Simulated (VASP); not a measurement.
# MoSe2 (P6_3/mmc) in VASP: relaxation of shape and atoms at fixed volume with PBE

Aim: the relaxation of shape and atoms at fixed volume of MoSe2 with PBE.

All numbers are computed with VASP 6.6.1; they aren't measurements. Logs are shortened: lines on timing, memory, paths and dates and some standing lists are left out, and cuts for length are marked.

## Step 1: The cell of the first run

Symmetry: P6_3/mmc, No. 194, hexagonal system. The conventional cell has a = 3.353 Å, b = 3.353 Å, c = 16.185 Å, α = 90.00°, β = 90.00°, γ = 120.00°. Mo (site symmetry -6m2) has 6 Se at 2.57 Å and 6 Mo at 3.35 Å within 3.4 Å. Within 3.4 Å of Se (site symmetry 3m) lie 3 Mo at 2.57 Å and 7 Se at 3.35 to 3.37 Å.

## Step 2: Relaxation of shape and atoms at fixed volume, PBE (26.26 Å³/atom)

File INCAR:

```
SYSTEM = MoSe2
PREC = Accurate
ENCUT = 500
EDIFF = 1E-7
ISMEAR = 0
SIGMA = 0.02
LREAL = .FALSE.
LASPH = .TRUE.
NELM = 120
ALGO = Normal
ISIF = 4
LWAVE = .FALSE.
LCHARG = .FALSE.
GGA = PE
IBRION = 2
NSW = 50
EDIFFG = -0.01
GGA_COMPAT = .FALSE.
NELMIN = 4
```

File KPOINTS:

```
regular mesh
0
G
  9 9 2
  0 0 0
```

File POSCAR:

```
MoSe2
1.0
    3.3526481000      0.0000000000      0.0000000000
   -1.6763240500      2.9034784245      0.0000000000
    0.0000000000      0.0000000000     16.1847576582
Mo Se
2 4
Direct
    0.3333333333      0.6666666667      0.2500000000
    0.6666666667      0.3333333333      0.7500000000
    0.3333333333      0.6666666667      0.6459381671
    0.6666666667      0.3333333333      0.1459381671
    0.3333333333      0.6666666667      0.8540618329
    0.6666666667      0.3333333333      0.3540618329
```

Potentials or basis: VASP PAW PBE potentials, release 64 (Mo_sv, Se).

On the command line:

```bash
cat potpaw_PBE.64/Mo_sv/POTCAR potpaw_PBE.64/Se/POTCAR > POTCAR
mpirun -np 1 vasp_std > vasp.out
```

OUTCAR:

```text
SYSTEM = MoSe2
   PREC = Accurate
   ENCUT = 500
   EDIFF = 1E-7
   ISMEAR = 0
   LREAL = .FALSE.
   LASPH = .TRUE.
   NELM = 120
   ISIF = 4
   GGA = PE
   IBRION = 2
   NSW = 50
   EDIFFG = -0.01
   NELMIN = 4

 ion  position               nearest neighbor table
   1  0.333  0.667  0.250-   4 2.57   6 2.57   4 2.57   6 2.57   4 2.57   6 2.57
   2  0.667  0.333  0.750-   3 2.57   5 2.57   3 2.57   5 2.57   3 2.57   5 2.57
   3  0.333  0.667  0.646-   2 2.57   2 2.57   2 2.57
   4  0.667  0.333  0.146-   1 2.57   1 2.57   1 2.57
   5  0.333  0.667  0.854-   2 2.57   2 2.57   2 2.57
   6  0.667  0.333  0.354-   1 2.57   1 2.57   1 2.57

  LATTYP: Found a hexagonal cell.
 ALAT       =     3.3526481000
 C/A-ratio  =     4.8274549477

  Lattice vectors:

 A1 = (   3.3526481000,   0.0000000000,   0.0000000000)
 A2 = (  -1.6763240500,   2.9034784245,   0.0000000000)
 A3 = (   0.0000000000,   0.0000000000,  16.1847576582)

Analysis of symmetry for initial positions (statically):
=====================================================================
 Subroutine PRICEL returns:
 Original cell was already a primitive cell.

 Routine SETGRP: Setting up the symmetry group for a
 hexagonal supercell.

 Subroutine GETGRP returns: Found 24 space group operations
 (whereof 12 operations were pure point group operations)
 out of a pool of 24 trial point group operations.

The static configuration has the point symmetry D_3d.
 The point group associated with its full space group is D_6h.

Analysis of symmetry for dynamics (positions and initial velocities):
=====================================================================
 Subroutine PRICEL returns:
 Original cell was already a primitive cell.

 Routine SETGRP: Setting up the symmetry group for a
 hexagonal supercell.

 Subroutine GETGRP returns: Found 24 space group operations
 (whereof 12 operations were pure point group operations)
 out of a pool of 24 trial point group operations.

The dynamic configuration has the point symmetry D_3d.
 The point group associated with its full space group is D_6h.

 Subroutine INISYM returns: Found 24 space group operations
 (whereof 12 operations are pure point group operations),
 and found     1 'primitive' translations

----------------------------------------------------------------------------------------

                                     Primitive cell

  volume of cell :     157.5480

  direct lattice vectors                    reciprocal lattice vectors
     3.352648100  0.000000000  0.000000000     0.298271686  0.172207238  0.000000000
    -1.676324050  2.903478424  0.000000000     0.000000000  0.344414476  0.000000000
     0.000000000  0.000000000 16.184757658     0.000000000  0.000000000  0.061786529

  length of vectors
     3.352648100  3.352648100 16.184757658     0.344414476  0.344414476  0.061786529

  position of ions in fractional coordinates (direct lattice)
     0.333333333  0.666666667  0.250000000
     0.666666667  0.333333333  0.750000000
     0.333333333  0.666666667  0.645938167
     0.666666667  0.333333333  0.145938167
     0.333333333  0.666666667  0.854061833
     0.666666667  0.333333333  0.354061833

  ion indices of the primitive-cell ions
   primitive index   ion index
                 1           1
                 2           2
                 3           3
                 4           4
                 5           5
                 6           6

----------------------------------------------------------------------------------------

 KPOINTS: regular mesh

Automatic generation of k-mesh.
 Grid dimensions read from file:
 generate k-points for:    9    9    2

 Generating k-lattice:

  Cartesian coordinates                     Fractional coordinates (reciprocal lattice)
     0.033141298  0.019134138  0.000000000     0.111111111  0.000000000  0.000000000
     0.000000000  0.038268275  0.000000000     0.000000000  0.111111111  0.000000000
     0.000000000  0.000000000  0.030893265     0.000000000  0.000000000  0.500000000

  Length of vectors
     0.038268275  0.038268275  0.030893265

  Shift w.r.t. Gamma in fractional coordinates (k-lattice)
     0.000000000  0.000000000  0.000000000

 Subroutine IBZKPT returns following result:
 ===========================================

 Found     24 irreducible k-points:

 Following reciprocal coordinates:
            Coordinates               Weight
  0.000000  0.000000  0.000000      1.000000
  0.111111  0.000000  0.000000      6.000000
  0.222222 -0.000000  0.000000      6.000000
  0.333333  0.000000  0.000000      6.000000
  0.444444 -0.000000  0.000000      6.000000
  0.111111  0.111111  0.000000      6.000000
[... 16 lines left out ...]
  0.333333  0.222222  0.500000     12.000000
  0.333333  0.333333  0.500000      2.000000
   k-points           NKPTS =     24   k-points in BZ     NKDIM =     24   number of bands    NBANDS=     31
   number of dos      NEDOS =    301   number of ions     NIONS =      6
   total plane-waves  NPLWV =  69120
   dimension x,y,z NGX =    24 NGY =   24 NGZ =  120
   dimension x,y,z NGXF=    48 NGYF=   48 NGZF=  240
   ions per type =               2   4
   NGX,Y,Z   is equivalent  to a cutoff of  11.90, 11.90, 12.33 a.u.
   NGXF,Y,Z  is equivalent  to a cutoff of  23.80, 23.80, 24.65 a.u.
 SYSTEM =  MoSe2
   PREC   = accura    normal or accurate (medium, high low for compatibility)
   ISTART =      0    job   : 0-new  1-cont  2-samecut
   ICHARG =      2    charge: 1-file 2-atom 10-const
   ISPIN  =      1    spin polarized calculation?
   LNONCOLLINEAR =      F non collinear calculations
   LSORBIT =      F    spin-orbit coupling
   LASPH  =      T    aspherical Exc in radial PAW
   ENCUT  =  500.0 eV  36.75 Ry    6.06 a.u.   6.11  6.11 29.51*2*pi/ulx,y,z
   NELM   =    120;   NELMIN=  4; NELMDL= -5     # of ELM steps
   EDIFF  = 0.1E-06   stopping-criterion for ELM
   LREAL  =      F    real-space projection
   EDIFFG = -.1E-01   stopping-criterion for IOM
   NSW    =     50    number of steps for IOM
   IBRION =      2    ionic relax: 0-MD 1-quasi-New 2-CG
   NFREE  =      1    steps in history (QN), initial steepest desc. (CG)
   ISIF   =      4    stress and relaxation
   ISYM   =      2    0-nonsym 1-usesym 2-fastsym
   POTIM  = 0.5000    time-step for ionic-motion
   TEBEG  =    0.0;   TEEND  =   0.0 temperature during run
   PSTRESS=    0.0 pullay stress
   NELECT =      52.0000    total number of electrons
   NUPDOWN=      -1.0000    fix difference up-down
   EMIN   =  10.00;   EMAX   =-10.00  energy-range for DOS
   EFERMI =   0.00;   METHOD = LEGACY
   ISMEAR =     0;   SIGMA  =   0.02  broadening in eV -4-tet -1-fermi 0-gaus
   EFERMI_NEDOS =   21; number of points for ismear=-14 and -15
   IALGO  =     38    algorithm
   IMIX   =      4    mixing-type and parameters
     AMIX     =   0.40;   BMIX     =  1.00
     AMIX_MAG =   1.60;   BMIX_MAG =  1.00
  volume/ion in A,a.u.               =      26.26       177.20
  Fermi-wavevector in a.u.,A,eV,Ry     =   1.131371  2.137981 17.415460  1.280000
  Thomas-Fermi vector in A             =   2.268070
   LORBIT       =      0    0 simple, 1 ext, 2 COOP (PROOUT), +10 PAW based schemes
   GGA     = PE    functional components
   LHFCALC =     F    Hartree Fock is set to
   AEXX    =    0.0000 exact exchange contribution
   IVDW    =     0    specifies the selected vdW correction
   LEPSILON=     F    determine dielectric tensor
   LRPA    =     F    only Hartree local field effects (RPA)
 conjugate gradient relaxation of ions
 non-spin polarized calculation
 Gauss-broadening in eV      SIGMA  =   0.02
  energy-cutoff  :      500.00
  volume of cell :      157.55
 maximum number of plane-waves:      4062
   NGX = 13   NGY = 13   NGZ = 59

--------------------------------------- Ionic step        1  -------------------------------------------

 number of electron      52.0000001 magnetization

 Free energy of the ion-electron system (eV)
  ---------------------------------------------------
  ext. energy  EPLUGINS =         0.00000000
  ---------------------------------------------------
  free energy    TOTEN  =       -39.95051006 eV

  energy without entropy =      -39.95051006  energy(sigma->0) =      -39.95051006

------------------------ aborting loop because EDIFF is reached ----------------------------------------

  FORCE on cell =-STRESS in cart. coord.  units (eV):
  Direction    XX          YY          ZZ          XY          YZ          ZX
  --------------------------------------------------------------------------------------
  -------------------------------------------------------------------------------------
  Total       -2.3031182     -2.3031182     -2.5726074      0.0000000     -0.0000000      0.0000000
  in kB      -23.4214635    -23.4214635    -26.1620229      0.0000000     -0.0000000      0.0000000
  external PRESSURE =     -24.3349833 kB  Pullay stress =       0.0000000 kB
[... 265 lines left out ...]
  energy  without entropy=      -39.9814533413  energy(sigma->0) =      -39.98145334

--------------------------------------- Ionic step        8  -------------------------------------------

 number of electron      51.9999994 magnetization

 Free energy of the ion-electron system (eV)
  ---------------------------------------------------
  ext. energy  EPLUGINS =         0.00000000
  ---------------------------------------------------
  free energy    TOTEN  =       -39.98146868 eV

  energy without entropy =      -39.98146868  energy(sigma->0) =      -39.98146868

 E-fermi :   3.5335     XC(G=0):  -8.8920

 val. band max:        3.4310504451   @ k =   0.3333   0.3333   0.0000
 cond. band min:       4.8664451731   @ k =   0.3333   0.3333   0.0000
 fundamental gap:      1.4353947280
 Fermi energy:         3.5335353454

 k-point     1 :       0.0000    0.0000    0.0000
  band No.  band energies     occupation
      1     -57.4204      2.00000
      2     -57.4204      2.00000
      3     -31.5612      2.00000
      4     -31.5612      2.00000
      5     -31.4039      2.00000
      6     -31.4039      2.00000
[... 838 lines left out ...]
  FREE ENERGIE OF THE ION-ELECTRON SYSTEM (eV)
  ---------------------------------------------------
  free  energy   TOTEN  =       -39.9814686753 eV

  energy  without entropy=      -39.9814686753  energy(sigma->0) =      -39.98146868

 reached required accuracy - stopping structural energy minimisation
```

Wall time 13 min (1 thread of Oxide Virtual Turin-like, shared host); peak memory 0.27 GiB.

What came out:

- Free energy: -39.9815 eV
- Energy gained by relaxing: 5.2 meV/atom
- Ionic steps: 8
- Pressure after relaxing: -0.1 GPa
- Band gap on the k mesh: 1.44 eV

The path:
```
step  energy change (eV)  largest force (eV/Å)  pressure (GPa)  volume (Å³)
   1              0.0000                0.3729           -2.43       157.55
   2             -0.0155                0.0732           -1.37       157.55
   3             -0.0158                0.0287           -1.21       157.55
   4             -0.0249                0.0146           -0.78       157.55
   5             -0.0309                0.0123           -0.01       157.55
   6             -0.0309                0.0115           -0.03       157.55
   7             -0.0309                0.0110           -0.11       157.55
   8             -0.0310                0.0005           -0.07       157.55
```

Final structure:
```yaml
crystal:
  lattice:
    - [3.32323, 0.00000, 0.00000]
    - [-1.66162, 2.87800, 0.00000]
    - [0.00000, 0.00000, 16.47256]
  atoms:
    - { symbol: Mo, position: [0.33333, 0.66667, 0.25000] }
    - { symbol: Mo, position: [0.66667, 0.33333, 0.75000] }
    - { symbol: Se, position: [0.33333, 0.66667, 0.64862] }
    - { symbol: Se, position: [0.66667, 0.33333, 0.14862] }
    - { symbol: Se, position: [0.33333, 0.66667, 0.85138] }
    - { symbol: Se, position: [0.66667, 0.33333, 0.35138] }
```

Levels at points of the mesh, in eV from the valence-band top:
| k point | band 23 | band 24 | band 25 | band 26 | band 27 | band 28 | band 29 | band 30 |
| --- | --- | --- | --- | --- | --- | --- | --- | --- |
| (0.00, 0.00, 0.00) | -1.16 | -1.16 | -0.37 | -0.13 | 2.81 | 2.81 | 2.81 | 2.81 |
| (0.00, 0.00, 0.50) | -1.16 | -1.16 | -0.23 | -0.23 | 2.81 | 2.81 | 2.81 | 2.81 |

Caveat: this functional lacks dispersion, which binds layers or chains, so the pressure and a relaxed spacing across them are unreliable. A k mesh can miss the band edges.
